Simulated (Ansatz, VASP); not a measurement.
## Two plane-wave programs on Rh

The input INCAR:

```
SYSTEM = Rh
ALGO = Normal
EDIFF = 1E-6
ENCUT = 500
GGA = PE
GGA_COMPAT = .FALSE.
ISIF = 2
ISMEAR = -1
ISPIN = 2
LASPH = .TRUE.
LCHARG = .FALSE.
LMAXMIX = 4
LORBIT = 11
LREAL = .FALSE.
LWAVE = .FALSE.
MAGMOM = 0
NBANDS = 18
NELM = 200
PREC = Accurate
SIGMA = 0.1
```

File KPOINTS:

```
k-points
0
G
  8 8 8
  0 0 0
```

Contents of POSCAR:

```
Rh
1.0
    0.0000000000      1.8604950000      1.8604950000
    1.8604950000      0.0000000000      1.8604950000
    1.8604950000      1.8604950000      0.0000000000
Rh
1
Direct
    0.0000000000      0.0000000000      0.0000000000
```

Input for Ansatz:

```yaml
crystal:
  lattice:
    - [0, 1.860495, 1.860495]
    - [1.860495, 0, 1.860495]
    - [1.860495, 1.860495, 0]
  atoms:
    - { symbol: Rh, position: [0, 0, 0] }
kpoints:
  mp_grid: { grid: [8, 8, 8], shift: [0, 0, 0] }
hamiltonian:
  xc: pbe
  pseudopotentials: { kind: paw }
scf:
  occupations: { method: fermi_dirac }
magnetization:
  spin_polarized: true
```

Alike in both runs: task single point; functional PBE; k mesh 8 × 8 × 8; collinear spin.

|  | VASP | Ansatz |
| --- | --- | --- |
| version | VASP 6.6.1 | Ansatz 0.2 development build |
| potentials or method | VASP PAW PBE potentials, release 64 (Rh_pv) | PAW hard, scalar-relativistic |
| plane-wave cutoff (eV) | 500 | 540 |
| occupations | fermi-dirac, width 0.1 eV | fermi-dirac |

```tsv
	VASP	Ansatz	Ansatz less VASP
net moment per atom (μB)	0.00	0.00	0.000
```

The k mesh is coarse, so the values compare programs but aren't converged.
